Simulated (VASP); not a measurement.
Wanted: the native input for a VASP 6.6.1 run.

| Item | Value |
| --- | --- |
| Task | relaxation of cell and atoms |
| Functional | PBE |
| Potentials or basis | VASP PAW PBE potentials, release 64 (Ge_d) |
| Cutoff | 500 eV |
| k mesh | 9 × 9 × 9 |
| Occupations | fermi-dirac, width 0.05 eV |
| Spin | no spin polarisation |
| Dipole correction | no |
| Further INCAR settings | ALGO = Normal; EDIFF = 1e-07; IBRION = 2; EDIFFG = -0.03; NSW = 60; ISIF = 3 |

The structure of Ge lies in POSCAR:

```
Ge
1.0
   -1.6350000000      1.6350000000      1.6350000000
    1.6350000000     -1.6350000000      1.6350000000
    1.6350000000      1.6350000000     -1.6350000000
Ge
1
Direct
    0.0000000000      0.0000000000      0.0000000000
```

This isn't the form of Ge at room conditions, which is diamond.

These files were run (other wordings do the same):

INCAR

```
SYSTEM = Ge
PREC = Accurate
ENCUT = 500
EDIFF = 1E-7
ISMEAR = -1
SIGMA = 0.05
LREAL = .False.
LASPH = .True.
NELM = 120
ALGO = Normal
ISIF = 3
LWAVE = .False.
LCHARG = .False.
GGA = PE
IBRION = 2
NSW = 60
EDIFFG = -0.03
GGA_COMPAT = .False.
NELMIN = 4
```

KPOINTS

```
Automatic mesh
0
Gamma
  9 9 9
  0 0 0
```

Potentials or basis: VASP PAW PBE potentials, release 64 (Ge_d).

Command:

```bash
$ cat potpaw_PBE.64/Ge_d/POTCAR > POTCAR
$ mpirun -np 1 vasp_std > vasp.out
```

It gave:

| Item | Value |
| --- | --- |
| Relaxed volume | 19.00 Å³/atom |
| Relaxed cell | a = 2.912 Å, b = 2.912 Å, c = 2.912 Å, α = 109.47°, β = 109.47°, γ = 109.47° |
| Space group after relaxing (to 0.1 Å) | Im-3m (No. 229) |
| Energy gained by relaxing | 30.3 meV/atom |
| Ionic steps | 3 |
| Pressure after relaxing | 0.0 GPa |
| Band gap on the k mesh | zero (bands 7 and 8 overlap by 12.08 eV) |

Run time: 9.9 s on 1 thread of Intel(R) Xeon(R) Platinum 8488C (Sapphire Rapids), with other jobs on the host, peak memory 0.14 GiB.
